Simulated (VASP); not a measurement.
Wanted: the native input for a VASP 6.6.1 run.

```
Task                   : single point
Functional             : PBE
Potentials or basis    : VASP PAW PBE potentials, release 64 (K_sv, Sc_sv, Si)
Cutoff                 : 520 eV
k mesh                 : 6 × 6 × 6
Occupations            : gaussian, width 0.1 eV
Spin                   : collinear spin
Starting moments       : [0.0, 0.0, 0.0, 1.21, 0.0] μB
Dipole correction      : no
Further INCAR settings : ALGO = Normal; EDIFF = 1e-07; NBANDS = 33
```

The structure of K3ScSi lies in POSCAR:

```
K3ScSi
1.0
    6.4792740589      0.0000000000      0.0000000000
    0.0000000000      6.4792740589      0.0000000000
    0.0000000000      0.0000000000      6.4792740589
K Sc Si
3 1 1
Direct
    0.0000000000      0.5000000000      0.5000000000
    0.5000000000      0.0000000000      0.5000000000
    0.5000000000      0.5000000000      0.0000000000
    0.0000000000      0.0000000000      0.0000000000
    0.5000000000      0.5000000000      0.5000000000
```

The cell was built from a structure type or drawn by symmetry, and may not be a known phase.

These files were run (other wordings do the same):

INCAR

```
SYSTEM = K3ScSi
PREC     = Accurate       ! precision mode
ENCUT    = 520            ! plane-wave cutoff, eV
EDIFF    = 1E-7           ! SCF threshold, eV
ISMEAR   = 0              ! smearing method
SIGMA    = 0.1            ! smearing width, eV
LREAL    = .FALSE.        ! projectors in reciprocal space
LASPH    = .TRUE.         ! aspherical terms in the spheres
NELM     = 150            ! most SCF steps
ALGO     = Normal         ! electronic algorithm
ISIF     = 2              ! what is computed and relaxed
LWAVE    = .FALSE.        ! write WAVECAR
LCHARG   = .TRUE.         ! write CHGCAR
ISPIN    = 2              ! spin polarisation
MAGMOM   = 0 0 0 1.21 0   ! initial moments
LORBIT   = 11             ! projections on sites
LMAXMIX  = 4              ! l up to which the mixer works
GGA      = PE             ! functional
LELF     = .TRUE.         ! ELF
LVHAR    = .TRUE.       
NBANDS   = 33             ! bands
```

KPOINTS

```
Automatic mesh
0
G
  6 6 6
  0 0 0
```

Potentials or basis: VASP PAW PBE potentials, release 64 (K_sv, Sc_sv, Si).

Command:

```bash
$ cat potpaw_PBE.64/K_sv/POTCAR potpaw_PBE.64/Sc_sv/POTCAR potpaw_PBE.64/Si/POTCAR > POTCAR
$ mpirun -np 1 vasp_std > vasp.out
```

Results of the run:

```yaml
Pressure: -0.2 GPa
Band_gap_on_the_k_mesh: zero (filled and empty bands overlap)
Net_moment: 0.00 μB per cell
Valence_electrons_inside_the_program's_atomic_spheres: K 7.56; Sc 9.16; Si 1.58
```

Wall time 30 min on 1 thread of Intel Xeon 8259CL, on a shared host, peak memory 0.59 GiB.
